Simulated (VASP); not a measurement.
SnO (Romarchite): single point with PBE+D3(BJ)

SnO (Romarchite):

```
Sn O
1.0
     3.83656    0.00000    0.00000
     0.00000    3.83656    0.00000
     0.00000    0.00000    4.75945
Sn O
2 2
Direct
  0.50000 0.00000 0.24347
  0.00000 0.50000 0.75653
  0.00000 0.00000 0.00000
  0.50000 0.50000 0.00000
```

* Program: VASP 6.6.1
* Task: single point
* Functional: PBE
* Dispersion: D3(BJ)
* Potentials or basis: VASP PAW PBE potentials, release 64 (Sn_d, O)
* Cutoff: 520 eV
* k mesh: 12 × 12 × 10
* Occupations: gaussian, width 0.1 eV
* Spin: no spin polarisation

```yaml
Pressure: 0.2 GPa
Largest_force: 0.075 eV/Å
Band_gap_on_the_k_mesh: zero (filled and empty bands overlap)
Dispersion_energy_per_atom: -0.235 eV
```

Forces on the atoms (eV/Å):
```
Sn   0.000  0.000  0.075
Sn   0.000  0.000 -0.075
O    0.000  0.000  0.000
O    0.000  0.000  0.000
```

Levels at points of the mesh, in eV from the Fermi level:
| k point | band 18 | band 19 | band 20 | band 21 | band 22 | band 23 |
| --- | --- | --- | --- | --- | --- | --- |
| (0.00, 0.00, 0.00) | -3.12 | -3.12 | -0.07 | 2.09 | 4.46 | 4.46 |
| (0.50, 0.00, 0.00) | -4.76 | -2.74 | -2.74 | 3.22 | 3.22 | 5.73 |
| (0.50, 0.50, 0.00) | -2.47 | -1.93 | -1.93 | -0.07 | -0.07 | 4.48 |
| (0.00, 0.00, 0.50) | -3.14 | -3.07 | -2.15 | 1.65 | 2.75 | 2.75 |
| (0.50, 0.00, 0.50) | -4.71 | -1.74 | -1.74 | 2.63 | 2.63 | 5.21 |
| (0.50, 0.50, 0.50) | -2.80 | -2.47 | -2.47 | 2.27 | 2.27 | 4.16 |

Wall time 7.8 min on 1 thread of AMD EPYC 7R13, on a shared host, peak memory 0.35 GiB.

Caveat: spin-orbit coupling is left out, which moves the levels of the heavy elements; pairwise dispersion overbinds metals, which lowers pressure and volume.
